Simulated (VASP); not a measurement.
# Bi (Immm) in VASP: notebook

Runs on Bi. Level: PBE. Tasks: single point, relaxation of cell and atoms.

Program: VASP 6.6.1. These are calculated values, not measurements. Logs are shortened: lines on timing, memory, paths and dates and some standing lists are left out, and cuts for length are marked.

### 1 The cell of the first run

The structure is orthorhombic, space group Immm (No. 71). The conventional cell has a = 3.517 Å, b = 4.127 Å, c = 4.340 Å, α = 90.00°, β = 90.00°, γ = 90.00°. Bi (site symmetry mmm) has 14 Bi at 3.47 to 4.34 Å within 4.6 Å.

The cell was built from a structure type or drawn by symmetry, and may not be a known phase.

### 2 Single point, PBE

INCAR

```
PREC = Accurate ; ENCUT = 500
EDIFF = 1E-6 ; ISMEAR = 0
SIGMA = 0.1 ; LREAL = F
LASPH = T ; NELM = 120
ALGO = Normal ; ISIF = 2
LWAVE = F ; LCHARG = F
GGA = PE ; NBANDS = 14
GGA_COMPAT = F
```

KPOINTS

```
Automatic mesh
0
Gamma
  6 6 6
```

POSCAR

```
Bi
1.0
   -1.7587082768      2.0634446543      2.1701555039
    1.7587082768     -2.0634446543      2.1701555039
    1.7587082768      2.0634446543     -2.1701555039
Bi
1
Direct
    0.5000000000      0.0000000000      0.5000000000
```

Potentials or basis: VASP PAW PBE potentials, release 64 (Bi_d).

Started as:

```bash
cat potpaw_PBE.64/Bi_d/POTCAR > POTCAR
mpirun -np 1 vasp_std > vasp.out
```

OUTCAR:

```text
PREC = Accurate
   ENCUT = 500
   EDIFF = 1E-6
   ISMEAR = 0
   LREAL = F
   LASPH = T
   NELM = 120
   ISIF = 2
   GGA = PE

 ion  position               nearest neighbor table
   1  0.500  0.000  0.500-

  LATTYP: Found a body centered orthorhombic cell.
 ALAT       =     3.5174165536
 B/A-ratio  =     1.1732728398
 C/A-ratio  =     1.2339485363

  Lattice vectors:

 A1 = (  -1.7587082768,   2.0634446543,   2.1701555039)
 A2 = (   1.7587082768,  -2.0634446543,   2.1701555039)
 A3 = (   1.7587082768,   2.0634446543,  -2.1701555039)

Analysis of symmetry for initial positions (statically):
=====================================================================
 Subroutine PRICEL returns:
 Original cell was already a primitive cell.

 Routine SETGRP: Setting up the symmetry group for a
 body centered orthorhombic supercell.

 Subroutine GETGRP returns: Found  8 space group operations
 (whereof  8 operations were pure point group operations)
 out of a pool of  8 trial point group operations.

The static configuration has the point symmetry D_2h.

Analysis of symmetry for dynamics (positions and initial velocities):
=====================================================================
 Subroutine PRICEL returns:
 Original cell was already a primitive cell.

 Routine SETGRP: Setting up the symmetry group for a
 body centered orthorhombic supercell.

 Subroutine GETGRP returns: Found  8 space group operations
 (whereof  8 operations were pure point group operations)
 out of a pool of  8 trial point group operations.

The dynamic configuration has the point symmetry D_2h.

 Subroutine INISYM returns: Found  8 space group operations
 (whereof  8 operations are pure point group operations),
 and found     1 'primitive' translations

----------------------------------------------------------------------------------------

                                     Primitive cell

  volume of cell :      31.5020

  direct lattice vectors                    reciprocal lattice vectors
    -1.758708277  2.063444654  2.170155504     0.000000000  0.242313260  0.230398236
     1.758708277 -2.063444654  2.170155504     0.284299566  0.000000000  0.230398236
     1.758708277  2.063444654 -2.170155504     0.284299566  0.242313260  0.000000000

  length of vectors
     3.472813493  3.472813493  3.472813493     0.334363669  0.365936593  0.373553154
[... 85 lines left out ...]
   ISIF   =      2    stress and relaxation
   ISYM   =      2    0-nonsym 1-usesym 2-fastsym
   POTIM  = 0.5000    time-step for ionic-motion
   TEBEG  =    0.0;   TEEND  =   0.0 temperature during run
   PSTRESS=    0.0 pullay stress
   NELECT =      15.0000    total number of electrons
   NUPDOWN=      -1.0000    fix difference up-down
   EMIN   =  10.00;   EMAX   =-10.00  energy-range for DOS
   EFERMI =   0.00;   METHOD = LEGACY
   ISMEAR =     0;   SIGMA  =   0.10  broadening in eV -4-tet -1-fermi 0-gaus
   EFERMI_NEDOS =   21; number of points for ismear=-14 and -15
   IALGO  =     38    algorithm
   IMIX   =      4    mixing-type and parameters
     AMIX     =   0.40;   BMIX     =  1.00
     AMIX_MAG =   1.60;   BMIX_MAG =  1.00
  volume/ion in A,a.u.               =      31.50       212.59
  Fermi-wavevector in a.u.,A,eV,Ry     =   1.278378  2.415785 22.235339  1.634251
  Thomas-Fermi vector in A             =   2.410924
   LORBIT       =      0    0 simple, 1 ext, 2 COOP (PROOUT), +10 PAW based schemes
   GGA     = PE    functional components
   LHFCALC =     F    Hartree Fock is set to
   AEXX    =    0.0000 exact exchange contribution
   IVDW    =     0    specifies the selected vdW correction
   LEPSILON=     F    determine dielectric tensor
   LRPA    =     F    only Hartree local field effects (RPA)
 non-spin polarized calculation
 Gauss-broadening in eV      SIGMA  =   0.10
  energy-cutoff  :      500.00
  volume of cell :       31.50
 maximum number of plane-waves:       812
 NGX is ok and might be reduce to    28
   NGX = 13   NGY = 13   NGZ = 13

 number of electron      15.0000003 magnetization

 Free energy of the ion-electron system (eV)
  ---------------------------------------------------
  ext. energy  EPLUGINS =         0.00000000
  ---------------------------------------------------
  free energy    TOTEN  =        -3.79399626 eV

  energy without entropy =       -3.79198153  energy(sigma->0) =       -3.79298890

 E-fermi :   7.6350     XC(G=0): -10.2303

 val. band max:        7.5948860032   @ k =   0.3333  -0.3333   0.1667
 cond. band min:       7.7864671244   @ k =  -0.1667   0.5000   0.1667
 fundamental gap:      0.1915811212
 Fermi energy:         7.6350386845

 k-point     1 :       0.0000    0.0000    0.0000
  band No.  band energies     occupation
      1     -15.2996      2.00000
      2     -15.2519      2.00000
      3     -15.2512      2.00000
      4     -15.2404      2.00000
      5     -15.1314      2.00000
      6      -5.7085      2.00000
      7      12.0585      0.00000
      8      12.1689      0.00000
      9      13.7147      0.00000
     10      16.1208      0.00000
     11      17.2964      0.00000
     12      17.9763      0.00000
     13      18.6505      0.00000
     14      19.9993      0.00000
[... 377 lines left out ...]
      1     -15.2769      2.00000
      2     -15.2381      2.00000
      3     -15.1676      2.00000
      4     -15.1546      2.00000
      5     -15.1346      2.00000
      6      -2.1301      2.00000
      7       3.8912      2.00000
      8       6.4099      2.00000
      9       7.3000      2.00000
     10      18.5416      0.00000
     11      18.7838      0.00000
     12      20.5629      0.00000
     13      22.1079      0.00000
     14      23.0337      0.00000

 [... further k-points ...]

------------------------ aborting loop because EDIFF is reached ----------------------------------------

  FORCE on cell =-STRESS in cart. coord.  units (eV):
  Direction    XX          YY          ZZ          XY          YZ          ZX
  --------------------------------------------------------------------------------------
  -------------------------------------------------------------------------------------
  Total       -0.0533612     -0.0621703      0.0115658      0.0000000      0.0000000      0.0000000
  in kB       -2.7139302     -3.1619601      0.5882329      0.0000000      0.0000000      0.0000000
  external PRESSURE =      -1.7625525 kB  Pullay stress =       0.0000000 kB

 VOLUME and BASIS-vectors are now :
 -----------------------------------------------------------------------------
  energy-cutoff  :      500.00
  volume of cell :       31.50
      direct lattice vectors                 reciprocal lattice vectors
    -1.758708277  2.063444654  2.170155504     0.000000000  0.242313260  0.230398236
     1.758708277 -2.063444654  2.170155504     0.284299566  0.000000000  0.230398236
     1.758708277  2.063444654 -2.170155504     0.284299566  0.242313260  0.000000000

 POSITION                                       TOTAL-FORCE (eV/Angst)
 -----------------------------------------------------------------------------------
      0.00000      2.06344      0.00000         0.000000      0.000000      0.000000
 -----------------------------------------------------------------------------------
    total drift:                                0.000000      0.000000     -0.000000

  FREE ENERGIE OF THE ION-ELECTRON SYSTEM (eV)
  ---------------------------------------------------
  free  energy   TOTEN  =        -3.7939962632 eV

  energy  without entropy=       -3.7919815304  energy(sigma->0) =       -3.79298890
```

OSZICAR:

```text
N       E                     dE             d eps       ncg     rms          rms(c)
DAV:   1     0.112254284756E+03    0.11225E+03   -0.79181E+03  1300   0.121E+03
DAV:   2     0.279342534382E+01   -0.10946E+03   -0.10505E+03  1366   0.323E+02
DAV:   3    -0.363995561515E+01   -0.64334E+01   -0.64008E+01  1626   0.787E+01
DAV:   4    -0.379374144119E+01   -0.15379E+00   -0.15375E+00  1732   0.130E+01
DAV:   5    -0.379808132717E+01   -0.43399E-02   -0.43398E-02  1730   0.188E+00    0.471E-01
DAV:   6    -0.379429939014E+01    0.37819E-02   -0.88001E-03  1762   0.128E+00    0.288E-01
DAV:   7    -0.379390642711E+01    0.39296E-03   -0.49824E-03  1708   0.954E-01    0.884E-02
DAV:   8    -0.379398974694E+01   -0.83320E-04   -0.43490E-04  1698   0.285E-01    0.111E-02
DAV:   9    -0.379399728161E+01   -0.75347E-05   -0.15717E-05  1928   0.445E-02    0.570E-03
DAV:  10    -0.379399618804E+01    0.10936E-05   -0.90730E-07  1280   0.145E-02    0.476E-04
DAV:  11    -0.379399626324E+01   -0.75200E-07   -0.15255E-07  1070   0.557E-03
   1 F= -.37939963E+01 E0= -.37929889E+01  d E =-.201473E-02
```

Run time: 32 s. Hardware: 1 thread of Intel Xeon 8259CL, shared host; peak memory 0.16 GiB.

What came out:

| Item | Value |
| --- | --- |
| Free energy | -3.7940 eV |
| Pressure | -0.2 GPa |
| Band gap on the k mesh | zero (an odd number of electrons rules out a gap without spin polarisation) |

Levels at points of the mesh, in eV from the Fermi level:
```
           k point  band 3  band 4  band 5  band 6  band 7  band 8  band 9  band 10  band 11  band 12
(0.00, 0.00, 0.00)  -22.89  -22.88  -22.77  -13.34    4.42    4.53    6.08     8.49     9.66    10.34
(0.50, 0.00, 0.00)  -22.84  -22.80  -22.74  -10.86   -5.09    3.31    5.09     7.87     9.89     9.98
(0.00, 0.50, 0.00)  -22.81  -22.76  -22.73  -10.05   -4.81    1.50    2.89     5.75     7.23    10.98
(0.50, 0.50, 0.00)  -22.80  -22.76  -22.71   -9.92   -4.69    1.09    2.29     5.26     6.60    12.51
(0.50, 0.50, 0.50)  -22.76  -22.74  -22.71   -8.70   -2.84   -2.18    0.66     3.03     5.15    15.99
```

Caveat: the k points lie up to 0.38 Å⁻¹ apart, too coarse for converged energies and pressures of a metal; spin-orbit coupling is left out, which moves the levels of the heavy elements.

(Continued in part 2 of 2.)
